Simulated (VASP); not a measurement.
**ZnS: single point with PBE**

Crystal: ZnS.

```
Zn S
1.0
     0.00000    2.65880    2.65880
     2.65880    0.00000    2.65880
     2.65880    2.65880    0.00000
Zn S
1 1
Direct
  0.00000 0.00000 0.00000
  0.75000 0.75000 0.75000
```

| Item | Value |
| --- | --- |
| Program | VASP 6.6.1 |
| Task | single point |
| Functional | PBE |
| Potentials or basis | VASP PAW PBE potentials, release 64 (Zn, S) |
| Cutoff | 520 eV |
| k mesh | 8 × 8 × 8 |
| Occupations | gaussian, width 0.025 eV |
| Spin | no spin polarisation |

```yaml
Pressure: 5.9 GPa
Band_gap_on_the_k_mesh: 2.33 eV, direct
```

Levels at points of the mesh, in eV from the valence-band top:
| k point | band 6 | band 7 | band 8 | band 9 | band 10 | band 11 | band 12 | band 13 |
| --- | --- | --- | --- | --- | --- | --- | --- | --- |
| (0.00, 0.00, 0.00) | -5.99 | 0.00 | 0.00 | 0.00 | 2.33 | 6.36 | 6.36 | 6.36 |
| (0.50, 0.00, 0.00) | -5.78 | -5.61 | -0.94 | -0.94 | 3.40 | 6.89 | 6.89 | 9.05 |
| (0.50, 0.50, 0.00) | -5.75 | -4.75 | -2.40 | -2.40 | 3.29 | 4.06 | 11.33 | 12.30 |

It took 21 s on 1 thread of AMD EPYC 7R43 64-Core Processor (Zen 3) (shared host), peak memory 0.12 GiB.
